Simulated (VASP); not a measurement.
WC, 2 atoms in the cell. Symmetry: I4mm, No. 107, tetragonal system. The conventional cell has a = 3.073 Å, b = 3.073 Å, c = 4.345 Å, α = 90.00°, β = 90.00°, γ = 90.00°. W (site symmetry 4mm) has 6 C at 1.95 to 2.40 Å within 2.6 Å. C (site symmetry 4mm) has 6 W at 1.95 to 2.40 Å within 2.6 Å.  This cell differs from its parent crystal: atom 1 (W) moved by (-0.225, +0.000) A along x and y.

- Program: VASP 6.6.1
- Task: single point
- Functional: PBEsol
- Potentials or basis: VASP PAW PBE potentials, release 64 (W_sv, C)
- Cutoff: 520 eV
- k mesh: 24 × 24 × 24
- Occupations: gaussian, width 0.15 eV
- Spin: no spin polarisation
- Dipole correction: no
- Further INCAR settings: ALGO = Normal; EDIFF = 1e-07; NBANDS = 16

Potentials or basis: VASP PAW PBE potentials, release 64 (W_sv, C).

Launch:

```bash
$ cat potpaw_PBE.64/W_sv/POTCAR potpaw_PBE.64/C/POTCAR > POTCAR
$ mpirun -np 1 vasp_std > vasp.out
```

Hardware: 1 thread of Intel(R) Xeon(R) 6975P-C (Granite Rapids), with other jobs on the host.

How long does it take, and how much memory?

It took 100 s on 1 thread of Intel(R) Xeon(R) 6975P-C (Granite Rapids) (shared host), peak memory 0.43 GiB. Counts: scf iterations 12, k points 1063.
